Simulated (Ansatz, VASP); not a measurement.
SiF4 in VASP and in Ansatz

```
CELL_PARAMETERS angstrom
15.00000 0.00000 0.00000
0.00000 15.50000 0.00000
0.00000 0.00000 16.00000
ATOMIC_POSITIONS crystal
F 0.50096 0.49842 0.40254
F 0.59770 0.49996 0.53333
F 0.45119 0.58295 0.53082
F 0.45016 0.41866 0.53331
Si 0.50000 0.50000 0.50000
```

Alike in both runs: functional r2SCAN; k mesh 1 × 1 × 1; occupations gaussian, width 0.005 eV; no spin polarisation.

Ansatz relaxed the structure, and its values are those at the end. VASP's run is a single point on that final structure, the one shown.

|  | VASP | Ansatz |
| --- | --- | --- |
| version | VASP 6.6.1 | Ansatz 0.2.0 |
| potentials or method | VASP PAW PBE potentials, release 64 (F, Si), cutoff 520 eV | scalar-relativistic, plane waves, PAW |
| valence electrons in the cell | 32 | 32 |

|  | VASP | Ansatz | Ansatz less VASP |
| --- | --- | --- | --- |
| gap on the k mesh at the Fermi level (eV) | 10.56 | 10.56 | -0.004 |
| rms of the force components (eV/Å) | 0.147 | 0.000 | -0.1467 |

VASP's potentials were made for PBE, not for r2SCAN. One of these differences is far larger than is usual between the two programs; its cause wasn't traced.
